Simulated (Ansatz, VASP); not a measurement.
SiC in VASP and in Ansatz

```
CELL_PARAMETERS angstrom
0.00000 2.24450 2.24450
2.24450 0.00000 2.24450
2.15712 2.15712 0.08739
ATOMIC_POSITIONS crystal
Si 0.00000 0.00000 0.00000
C 0.75000 0.75000 0.75000
```

Alike in both runs: task single point; functional PBEsol; k mesh 12 × 12 × 12; occupations gaussian, width 0.05 eV; no spin polarisation.

```csv
,VASP,Ansatz
version,VASP 6.6.1,Ansatz 0.2.0
potentials or method,"VASP PAW PBE potentials, release 64 (Si, C), cutoff 520 eV","scalar-relativistic, plane waves, PAW"
valence electrons in the cell,8,8
```

|  | VASP | Ansatz | Ansatz less VASP |
| --- | --- | --- | --- |
| gap on the k mesh at the Fermi level (eV) | 1.02 | 1.04 | +0.015 |
| least direct gap on the mesh (eV) | 4.01 | 4.03 | +0.015 |
| pressure (GPa) | -4.8 | -5.1 | -0.34 |
| traceless stress, the component that is largest in VASP (GPa) | 10.65 | 10.57 | -0.077 |
| rms of the force components (eV/Å) | 0.393 | 0.388 | -0.0048 |

VASP's potentials were made for PBE, not for PBEsol, and Ansatz warns of the same on its side. Atom by atom the forces differ by 0.005 eV/Å (rms over components).
